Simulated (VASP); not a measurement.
Runs of VASP 6.6.1 on LiCl. The structure is that of space group Fm-3m (No. 225), or close to it. The cells are those of the table. 

```tsv
task	level	potentials or basis	cell	k mesh	cutoff (eV)	smearing	GW scheme	GW iterations	cutoff of the response function	frequency points	empty bands	gap on the mesh (eV)
single point	PBE	VASP PAW PBE potentials, release 64 (Li_sv, Cl)	a = 3.495 Å, angles 62.3°, 2 atoms	8 × 8 × 8	520	fermi-dirac 0.02 eV	-	-	-	-	-	(b)
single point	PBE	VASP PAW PBE potentials, release 64 (Li_sv, Cl)	a = 3.651, b = 3.651, c = 3.615 Å, angles 60.3, 60.3, 59.3°, 2 atoms	8 × 8 × 8	520	fermi-dirac 0.02 eV	-	-	-	-	-	6.25
single point	r2SCAN	VASP PAW PBE potentials, release 64 (Li_sv, Cl)	a = 3.495 Å, angles 62.3°, 2 atoms	8 × 8 × 8	520	gaussian 0.01 eV	-	-	-	-	-	7.10
single point	r2SCAN	VASP PAW PBE potentials, release 64 (Li_sv, Cl)	a = 3.615, b = 3.606, c = 3.606 Å, angles 60.2, 59.9, 59.9°, 2 atoms	8 × 8 × 8	520	gaussian 0.01 eV	-	-	-	-	-	7.39
single point	PBE	VASP PAW PBE potentials, release 64 (Li_sv, Cl)	a = 3.615, b = 3.606, c = 3.606 Å, angles 60.2, 59.9, 59.9°, 2 atoms	8 × 8 × 8	520	fermi-dirac 0.02 eV	-	-	-	-	-	(a)
single point	r2SCAN	VASP PAW PBE potentials, release 64 (Li_sv, Cl)	a = 3.615, b = 3.615, c = 3.651 Å, angles 59.7, 59.7, 59.3°, 2 atoms	8 × 8 × 8	520	gaussian 0.01 eV	-	-	-	-	-	7.30
single point	r2SCAN	VASP PAW PBE potentials, release 64 (Li_sv, Cl)	a = 3.651, b = 3.651, c = 3.615 Å, angles 60.3, 60.3, 59.3°, 2 atoms	8 × 8 × 8	520	gaussian 0.01 eV	-	-	-	-	-	7.20
```

Alike in all rows: no spin polarisation.

Problem. Estimate the missing entries.

Solution. (a) 6.42; (b) 6.35.

A k mesh can miss the band edges.
